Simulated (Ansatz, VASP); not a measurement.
This is a calculation of Ca for Ansatz 0.2.0.

Contents of input.yaml:

```yaml
crystal:
  lattice:
    - [-2.24, 2.24, 2.24]
    - [2.24, -2.24, 2.24]
    - [2.24, 2.24, -2.24]
  atoms:
    - { symbol: Ca, position: [0.0, 0.0, 0.0] }
kpoints:
  mp_grid: { grid: [8, 8, 8] }
scf:
  occupations: { method: fermi_dirac, width: 0.05 }
hamiltonian:
  xc: blyp
  pseudopotentials: { kind: all_electron, lapw: { basis_error: 0.001 } }
output:
  forces: true
  stress: true
relax:
  f_tol: 0.02
  max_steps: 60
  cell: {}
```

Potentials or basis: all-electron LAPW, scalar-relativistic.

The run is started by

```bash
$ ansatz run input.yaml --threads 1 --pin off --max-ram 3072MiB --backend cpu --events-out ev --progress --plain --runs-dir out
```

Problem. Set up the same calculation for VASP 6.6.1. Potentials there: VASP PAW PBE potentials, release 64 (Ca_sv).

Solution. As run (the cutoff follows the program's own potentials):

INCAR

```
PREC = Accurate ; ENCUT = 600
EDIFF = 1E-6 ; ISMEAR = -1
SIGMA = 0.05 ; LREAL = F
LASPH = T ; NELM = 80
ALGO = Normal ; ISIF = 3
LWAVE = F ; LCHARG = F
GGA = B5 ; ALDAX = 1.0
AGGAX = 1.0 ; AGGAC = 1.0
ALDAC = 0.0 ; IBRION = 2
NSW = 80 ; EDIFFG = -0.02
```

The input KPOINTS:

```
regular mesh
0
Gamma
  8 8 8
```

Contents of POSCAR:

```
Ca
1.0
   -2.2400000000      2.2400000000      2.2400000000
    2.2400000000     -2.2400000000      2.2400000000
    2.2400000000      2.2400000000     -2.2400000000
Ca
1
Direct
    0.0000000000      0.0000000000      0.0000000000
```

Potentials or basis: VASP PAW PBE potentials, release 64 (Ca_sv).

Run with:

```sh
$ cat potpaw_PBE.64/Ca_sv/POTCAR > POTCAR
$ mpirun -np 1 vasp_std > vasp.out
```

Both were run:

|  | VASP | Ansatz | Ansatz less VASP |
| --- | --- | --- | --- |
| relaxed volume (Å³/atom) | 42.31 | 42.12 | -0.184 |
| relaxed cell length with the largest relative difference (Å) | 3.802 | 3.797 | -0.0055 |

VASP's potentials were made for PBE, not for BLYP. Ansatz ran all-electron here, and VASP with PAW potentials.
